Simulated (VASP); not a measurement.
A run of VASP 6.6.1 is set up as follows.

File INCAR:

```
PREC = Accurate ; ENCUT = 520
EDIFF = 1E-6 ; ISMEAR = -1
SIGMA = 0.05 ; LREAL = F
LASPH = T ; NELM = 60
ALGO = Normal ; ISIF = 2
LWAVE = F ; LCHARG = F
GGA = B5 ; ALDAX = 1.0
AGGAX = 1.0 ; AGGAC = 1.0
ALDAC = 0.0 ; IVDW = 12
VDW_S6 = 1.0 ; VDW_S8 = 2.6996
VDW_A1 = 0.4298 ; VDW_A2 = 4.2359
NBANDS = 55
```

KPOINTS

```
regular mesh
0
Gamma
  9 9 5
```

The input POSCAR:

```
Ga2O3
1.0
    6.1875107415     -1.5376020519      0.0091368617
    6.1875107415      1.5376020519      0.0091368617
   -1.3958376567      0.0000000000      5.6937625799
Ga O
4 6
Direct
    0.3410798446      0.3410798446      0.6875914174
    0.6589201554      0.6589201554      0.3124085826
    0.9096438098      0.9096438098      0.2057731464
    0.0903561902      0.0903561902      0.7942268536
    0.5036675896      0.5036675896      0.7442630741
    0.4963324104      0.4963324104      0.2557369259
    0.8267739336      0.8267739336      0.4369470421
    0.1732260664      0.1732260664      0.5630529579
    0.8346220591      0.8346220591      0.8921617584
    0.1653779409      0.1653779409      0.1078382416
```

Potentials or basis: VASP PAW PBE potentials, release 64 (Ga_d, O).

Launch:

```bash
$ cat potpaw_PBE.64/Ga_d/POTCAR potpaw_PBE.64/O/POTCAR > POTCAR
$ mpirun -np 1 vasp_std > vasp.out
```

**Question.** Predict the pressure.

**Answer.** 2.0 GPa.

**Question.** Predict the largest force.

**Answer.** 0.097 eV/Å.

Stress tensor (GPa, compression positive):
```
1.90 0.00 0.05
0.00 2.27 0.00
0.05 0.00 1.99
```

Caveat: the PAW data sets were made with another functional, which shifts forces and pressure a little.
